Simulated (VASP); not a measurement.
The system is Hf3F.

```
Hf F
1.0
     0.00000    3.53375    3.53375
     3.53375    0.00000    3.53375
     3.53375    3.53375    0.00000
Hf F
3 1
Direct
  0.25000 0.25000 0.25000
  0.75000 0.75000 0.75000
  0.50000 0.50000 0.50000
  0.00000 0.00000 0.00000
```

The cell was generated, and may not be a known phase.

```yaml
Program: VASP 6.6.1
Task: relaxation of cell and atoms
Functional: PBE
Potentials_or_basis: VASP PAW PBE potentials, release 64 (Hf_pv, F)
Cutoff: 600 eV
k_mesh: 4 × 4 × 4
Occupations: gaussian, width 0.1 eV
Spin: no spin polarisation
```

At the start: pressure -7.0 GPa; volume 22.06 Å³/atom.

Where does the relaxation end?

Over 3 steps the energy falls by 52.5 meV/atom and the volume is 19.82 Å³/atom (-10.2 %); space group Fm-3m (No. 225, to 0.1 Å) before and after.

Step by step:
```tsv
step	energy change (eV)	largest force (eV/Å)	pressure (GPa)	volume (Å³)
1	0.0000	0.0000	-7.04	88.25
2	-0.1856	0.0000	2.95	76.45
3	-0.2101	0.0000	-0.06	79.27
```

Final structure:
```yaml
crystal:
  lattice:
    - [0.00000, 3.40945, 3.40945]
    - [3.40945, 0.00000, 3.40945]
    - [3.40945, 3.40945, 0.00000]
  atoms:
    - { symbol: Hf, position: [0.25000, 0.25000, 0.25000] }
    - { symbol: Hf, position: [0.75000, 0.75000, 0.75000] }
    - { symbol: Hf, position: [0.50000, 0.50000, 0.50000] }
    - { symbol: F, position: [0.00000, 0.00000, 0.00000] }
```

Caveat: the k points lie up to 0.40 Å⁻¹ apart in the final cell, too coarse for converged energies and pressures of a metal.
